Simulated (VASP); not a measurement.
HfN, 16 atoms in the cell. Symmetry: Fm-3m, No. 225, cubic system. Conventional cell: a = 4.548 Å, b = 4.548 Å, c = 4.548 Å, α = 90.00°, β = 90.00°, γ = 90.00°. Hf (site symmetry m-3m) has 6 N at 2.27 Å within 3.0 Å. Within 3.0 Å of N (site symmetry m-3m) lie 6 Hf at 2.27 Å. 

| Item | Value |
| --- | --- |
| Program | VASP 6.6.1 |
| Task | single point |
| Functional | r2SCAN |
| Potentials or basis | VASP PAW PBE potentials, release 64 (Hf_pv, N) |
| Cutoff | 520 eV |
| k mesh | 4 × 4 × 4 |
| Occupations | methfessel-paxton, width 0.1 eV |
| Spin | no spin polarisation |
| Dipole correction | no |
| Further INCAR settings | LREAL = Auto; ALGO = Normal; EDIFF = 1e-07; NBANDS = 74 |

Potentials or basis: VASP PAW PBE potentials, release 64 (Hf_pv, N).

Run with:

```bash
$ cat potpaw_PBE.64/Hf_pv/POTCAR potpaw_PBE.64/N/POTCAR > POTCAR
$ cp INCAR.step1 INCAR
$ mpirun -np 1 vasp_std > vasp.out
$ cp INCAR.step2 INCAR
$ mpirun -np 1 vasp_std > vasp.out
```

Hardware: 1 thread of AMD EPYC 7R13 Processor (Zen 3), on a shared host.

**Question.** Estimate the wall time of this run.

**Answer.** Run time: 17 min on 1 thread of AMD EPYC 7R13 Processor (Zen 3), with other jobs on the host, peak memory 0.35 GiB. Counts: k points 8.
